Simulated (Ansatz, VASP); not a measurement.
Two plane-wave programs on Bi

```
Bi
1.0
    -3.37746    3.39917    1.79734
     3.39917   -3.37746    1.79734
     3.36483    3.36483   -1.75758
Bi
2
Direct
  0.99946 0.00054 0.00000
  0.75054 0.24946 0.50000
```

Alike in both runs: task single point; functional BLYP; k mesh 12 × 12 × 8; occupations fermi-dirac, width 0.1 eV; no spin polarisation.

|  | VASP | Ansatz |
| --- | --- | --- |
| version | VASP 6.6.1 | Ansatz 0.2.0 |
| potentials or method | VASP PAW PBE potentials, release 64 (Bi_d), cutoff 520 eV | plane waves (420 eV) with PAW, scalar-relativistic |
| valence electrons in the cell | 30 | 30 |

|  | VASP | Ansatz | Ansatz less VASP |
| --- | --- | --- | --- |
| pressure (GPa) | -3.3 | -3.3 | -0.02 |
| traceless stress, the component that is largest in VASP (GPa) | 0.09 | 0.09 | 0.000 |

VASP's potentials were made for PBE, not for BLYP.

Neither program's run includes spin-orbit coupling.
